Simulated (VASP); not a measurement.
Here is a VASP 6.6.1 calculation.

The input INCAR:

```
SYSTEM = CF4
  PREC = Accurate
  ENCUT = 520
  EDIFF = 1E-6
  ISMEAR = -1
  SIGMA = 0.02
  LREAL = Auto
  LASPH = .TRUE.
  NELM = 80
  ALGO = Normal
  ISIF = 2
  LWAVE = .FALSE.
  LCHARG = .FALSE.
  GGA = PE
  NBANDS = 154
```

Contents of KPOINTS:

```
regular mesh
0
G
  1 1 1
  0 0 0
```

POSCAR

```
CF4
1.0
    8.9958830000      0.0000000000      0.0000000000
    0.0000000000      8.9958830000      0.0000000000
    0.0000000000      0.0000000000      8.9958830000
C F
8 32
Direct
    0.6965297348      0.6131693798      0.6687170120
    0.1079160323      0.4537297784      0.4146341165
    0.7836584802      0.7374818014      0.0953102658
    0.3751160392      0.1880860389      0.7595252184
    0.1617184216      0.9515908555      0.3275831844
    0.2831406322      0.6538991225     -0.0506898545
    0.6303327867      0.2152651385      0.2839743469
    0.8963100120      0.1732792656      0.8339481516
    0.8223984238      0.6966742453      0.6929280872
    0.6811893841      0.5292643313      0.7894055536
    0.5860458612      0.7079127196      0.6557110625
    0.6987974388      0.5156358748      0.5522748573
    0.1311933470      0.4872117612      0.5586333215
    0.0627731597      0.3120093936      0.4085869058
    0.0017563590      0.5379794290      0.3632328255
    0.2359079148      0.4765068643      0.3497933444
    0.8854383722      0.8476766539      0.0920087556
    0.7358032558      0.7196180742      0.2376531576
    0.6769985781      0.7647831791     -0.0031347673
    0.8496331044      0.6128803587      0.0561479068
    0.3545955411      0.2573288248      0.8853827912
    0.3408114579      0.0520015656      0.7695186787
    0.2741920943      0.2316948764      0.6453174191
    0.5188929202      0.2029372770      0.7120812932
    0.2636317080      1.0230124158      0.4044627970
    0.1795599165      0.8009108166      0.3481926121
    0.0245445611      0.9805263141      0.3742045111
    0.1797933566      0.9917425560      0.1868187926
    0.3684129729      0.7592806621      0.0102269005
    0.2324063130      0.5489511146      0.0405852322
    0.1674210303      0.7241534822     -0.1106950813
    0.3535728510      0.5757856122     -0.1585836543
    0.6929947844      0.0855947104      0.3314405045
    0.7419838608      0.3080964926      0.2409769002
    0.5424036751      0.1909317851      0.1660648543
    0.5494513435      0.2756594322      0.3934466466
    0.8884730937      0.2282710880      0.6975301924
    0.7738428790      0.0979003395      0.8753782147
    1.0143973638      0.0788360631      0.8467540096
    0.9170194855      0.2865755368      0.9314483081
```

Potentials or basis: VASP PAW PBE potentials, release 64 (C, F).

The run is started by

```sh
$ cat potpaw_PBE.64/C/POTCAR potpaw_PBE.64/F/POTCAR > POTCAR
$ mpirun -np 1 vasp_gam > vasp.out
```

Question: Predict the band gap on the k mesh.

Answer: 8.25 eV.

Question: What does it give for the largest force?

Answer: 4.307 eV/Å.

Question: What does it give for the pressure?

Answer: 1.1 GPa.

Forces on the atoms (eV/Å):
```
C    0.948 -0.390  0.575
C    0.003 -0.514  2.117
C    0.850  0.039  0.614
C   -0.270  1.378 -3.008
C   -0.144 -1.305  0.231
C   -0.548 -0.529 -1.256
C    0.748 -0.076 -0.139
C    0.797 -0.221  1.387
F   -0.185 -0.749 -1.131
F   -0.372 -0.516  0.747
F   -0.907  0.423 -0.473
F    0.577  1.217  0.122
F   -0.298  0.277  0.935
F    0.174 -0.628 -0.505
F   -1.041  1.052 -1.002
F    1.084 -0.145 -1.536
F   -0.230  0.295  0.082
F   -0.507  0.479 -0.576
F   -0.727  0.499  0.347
F    0.668 -1.241 -0.340
F   -0.152  0.981  0.622
F   -0.032 -4.133  1.213
F    1.344  1.237  1.088
F   -0.841  0.379  0.203
F    0.589  0.440  1.024
F    0.363  0.596 -0.535
F   -0.478  0.619  0.142
F   -0.268 -0.293 -0.880
F    0.415 -0.665  0.442
F    0.059  0.221  1.320
F   -0.710  0.342 -0.402
F    0.643  0.680 -0.147
F   -0.454  0.516 -0.206
F   -0.482 -0.210  0.370
F   -0.066 -0.239 -0.017
F    0.222 -0.018 -0.066
F   -0.285 -0.199 -0.321
F   -0.078  0.175 -0.496
F   -0.342  0.319 -0.332
F   -0.064 -0.095 -0.216
```

Caveat: the k points lie up to 0.70 Å⁻¹ apart.
